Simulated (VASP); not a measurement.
Runs of VASP 6.6.1 on RbTaAs2. The structure is that of space group P4/mmm (No. 123), or close to it. The cells are those of the table. 

```tsv
task	cell	k mesh	cutoff (eV)	gap on the mesh (eV)	pressure (GPa)	relaxed volume (Å³/atom)	largest force (eV/Å)
single point	a = 3.331, b = 3.331, c = 8.290 Å, 4 atoms	4 × 4 × 2	520	none	0.2	-	0.03
relaxation of cell and atoms	relaxed from a = 3.794, b = 3.794, c = 7.589 Å, 4 atoms	4 × 4 × 2	600	none	0.0	(a)	0.02
relaxation of cell and atoms	relaxed from a = 3.331, b = 3.331, c = 8.290 Å, 4 atoms	6 × 6 × 2	600	none	0.0	22.82	0.01
single point	a = 3.794, b = 3.794, c = 7.589 Å, 4 atoms	4 × 4 × 2	520	none	(b)	-	3.28
single point	a = 3.271, b = 3.271, c = 8.496 Å, 4 atoms	6 × 6 × 2	520	none	0.2	-	0.01
```

Alike in all rows: level PBE; potentials or basis VASP PAW PBE potentials, release 64 (Rb_sv, Ta_pv, As); no spin polarisation; smearing gaussian 0.1 eV.

Estimate the missing entries.

(a) 23.03; (b) -10.8.

Caveats: all runs use coarse meshes; spin-orbit coupling is left out, which moves the levels of the heavy elements; the volume moved by over 15 % at a fixed basis, so the end points are rough (some runs); forces of over 1 eV/Å act on the atoms, so gaps and moduli don't describe the material at rest (some runs).

A k mesh can miss the band edges, and the runs leave out spin-orbit coupling on As, Rb, Ta.

A gap of «none» marks levels without a gap at the run's occupations.
